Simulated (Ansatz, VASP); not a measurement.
## Two plane-wave programs on SiO2

```
Si O
1.0
    -2.49000    2.49000    3.66863
     2.49000   -2.49000    3.66863
     2.49000    2.49000   -3.66863
Si O
2 4
Direct
  0.00000 0.00000 0.00000
  0.75000 0.25000 0.50000
  0.97165 0.62500 0.84665
  0.37500 0.22165 0.34665
  0.77835 0.12500 0.15335
  0.87500 0.02835 0.65335
```

Alike in both runs: functional PBEsol; k mesh 8 × 8 × 8; occupations gaussian, width 0.02 eV; no spin polarisation.

Ansatz relaxed the structure, and its values are those at the end. VASP's run is a single point on that final structure, the one shown.

|  | VASP | Ansatz |
| --- | --- | --- |
| version | VASP 6.6.1 | Ansatz 0.2.0 |
| potentials or method | VASP PAW PBE potentials, release 64 (Si, O), cutoff 520 eV | scalar-relativistic, plane waves, PAW |
| valence electrons in the cell | 32 | 32 |

|  | VASP | Ansatz | Ansatz less VASP |
| --- | --- | --- | --- |
| gap on the k mesh at the Fermi level (eV) | 5.82 | 5.82 | +0.001 |
| least direct gap on the mesh (eV) | 5.82 | 5.82 | +0.001 |
| pressure (GPa) | 0.5 | 0.0 | -0.49 |
| rms of the force components (eV/Å) | 0.010 | 0.000 | -0.0100 |

VASP's potentials were made for PBE, not for PBEsol. With one functional, cell and mesh, what is left measures potentials, basis and numerics.
